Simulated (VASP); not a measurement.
SnTe:

```
CELL_PARAMETERS angstrom
0.00000 3.19231 3.19231
3.19231 0.00000 3.19231
3.19231 3.19231 0.00000
ATOMIC_POSITIONS crystal
Te 0.50000 0.50000 0.50000
Sn 0.00000 0.00000 0.00000
```

Base run:

```yaml
Program: VASP 6.6.1
Functional: PBEsol
Dispersion: D3(BJ)
Potentials_or_basis: VASP PAW PBE potentials, release 64 (Te, Sn_d)
Cutoff: 520 eV
k_mesh: 7 × 7 × 7
Occupations: fermi-dirac, width 0.05 eV
Spin: no spin polarisation
```

Its results: pressure -3.8 GPa.

Task: The run is repeated on the same cell with these changes: functional from PBEsol to BLYP; dispersion from D3(BJ) to D4. What comes out?

Result: Pressure 0.1 GPa.

Several settings changed at once, so the effect can't be laid on one alone.

Caveats: the PAW data sets were made with another functional, which shifts forces and pressure a little.
